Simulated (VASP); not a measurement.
Wanted: the native input for a VASP 6.6.1 run.

- Task: single point
- Functional: PBE
- Potentials or basis: VASP PAW PBE potentials, release 64 (Os)
- Cutoff: 520 eV
- k mesh: 17 × 17 × 17
- Occupations: fermi-dirac, width 0.08 eV
- Spin: no spin polarisation
- Dipole correction: no
- Further INCAR settings: ALGO = Normal; EDIFF = 1e-07; NBANDS = 10

The structure of Os lies in POSCAR:

```
Os
1.0
    2.4135121676      0.0000000000      0.0000000000
    0.0000000000      2.4135121676      0.0000000000
    0.0000000000      0.0000000000      2.4135121676
Os
1
Direct
    0.0000000000      0.0000000000      0.0000000000
```

This cell differs from its parent crystal: volume scaled by 0.84.

The input as run:

INCAR

```
ALGO = Normal ; EDIFF = 1E-7
ENCUT = 520 ; GGA = PE
ISIF = 2 ; ISMEAR = -1
LASPH = True ; LCHARG = False
LREAL = False ; LWAVE = False
NBANDS = 10 ; NELM = 80
PREC = Accurate ; SIGMA = 0.08
```

KPOINTS

```
k-points
0
Gamma
  17 17 17
```

Potentials or basis: VASP PAW PBE potentials, release 64 (Os).

Run with:

```console
$ cat potpaw_PBE.64/Os/POTCAR > POTCAR
$ mpirun -np 1 vasp_std > vasp.out
```

Results of the run:

```
Pressure               : 70.8 GPa
Band gap on the k mesh : zero (band 4 reaches 15.76 eV, above the bottom of band 5 at 8.32 eV)
```

Caveat: spin-orbit coupling is left out, which moves the levels of the heavy elements.

Run time: 22 s on 1 thread of Intel(R) Xeon(R) Platinum 8259CL CPU @ 2.50GHz (Skylake/Cascade Lake), on a shared host, peak memory 0.13 GiB.
